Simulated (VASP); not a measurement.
Set up this calculation in VASP 6.6.1, as the native input.

| Item | Value |
| --- | --- |
| Task | single point |
| Functional | PBEsol |
| Dispersion | D4 |
| Potentials or basis | VASP PAW PBE potentials, release 64 (Mg, P, S) |
| Cutoff | 520 eV |
| k mesh | 2 × 2 × 2 |
| Occupations | fermi-dirac, width 0.05 eV |
| Spin | no spin polarisation |
| Dipole correction | no |
| Further INCAR settings | ALGO = Normal; EDIFF = 1e-06; NBANDS = 46 |

The structure of Mg8PS7 (a cell with a defect) lies in POSCAR:

```
Mg8PS7
1.0
    0.0000000000      5.2033000000      5.2033000000
    5.2033000000      0.0000000000      5.2033000000
    5.2033000000      5.2033000000      0.0000000000
Mg P S
8 1 7
Direct
    0.0000000000      0.0000000000      0.0000000000
   -0.0013024418     -0.0013024418      0.5013024418
   -0.0013024418      0.5013024418     -0.0013024418
   -0.0013024418      0.5013024418      0.5013024418
    0.5013024418     -0.0013024418     -0.0013024418
    0.5013024418     -0.0013024418      0.5013024418
    0.5013024418      0.5013024418     -0.0013024418
    0.5000000000      0.5000000000      0.5000000000
    0.2500000000      0.2500000000      0.2500000000
    0.2500000000      0.2500000000      0.7500000000
    0.2500000000      0.7500000000      0.2500000000
    0.2500000000      0.7500000000      0.7500000000
    0.7500000000      0.2500000000      0.2500000000
    0.7500000000      0.2500000000      0.7500000000
    0.7500000000      0.7500000000      0.2500000000
    0.7500000000      0.7500000000      0.7500000000
```

One way to write it, as run:

INCAR

```
  PREC = Accurate
  ENCUT = 520
  EDIFF = 1E-6
  ISMEAR = -1
  SIGMA = 0.05
  LREAL = False
  LASPH = True
  NELM = 120
  ALGO = Normal
  ISIF = 2
  LWAVE = False
  LCHARG = False
  GGA = PS
  IVDW = 13
  NBANDS = 46
  GGA_COMPAT = False
```

KPOINTS

```
Automatic mesh
0
Gamma
  2 2 2
```

Potentials or basis: VASP PAW PBE potentials, release 64 (Mg, P, S).

Launch:

```bash
$ cat potpaw_PBE.64/Mg/POTCAR potpaw_PBE.64/P/POTCAR potpaw_PBE.64/S/POTCAR > POTCAR
$ mpirun -np 1 vasp_std > vasp.out
```

Results of the run:

```
Pressure                   : -1.4 GPa
Largest force              : 0.030 eV/Å
Band gap on the k mesh     : zero (an odd number of electrons rules out a gap without spin polarisation)
Dispersion energy per atom : -0.166 eV
```

Caveat: the k points lie up to 0.52 Å⁻¹ apart, too coarse for converged energies and pressures of a metal; the PAW data sets were made with another functional, which shifts forces and pressure a little; an odd number of electrons without spin polarisation forces a metal; a magnetic or distorted state may lie lower.

Run time: 63 s on 1 thread of Intel(R) Xeon(R) Platinum 8259CL CPU @ 2.50GHz (Skylake/Cascade Lake) (shared host), peak memory 0.44 GiB.
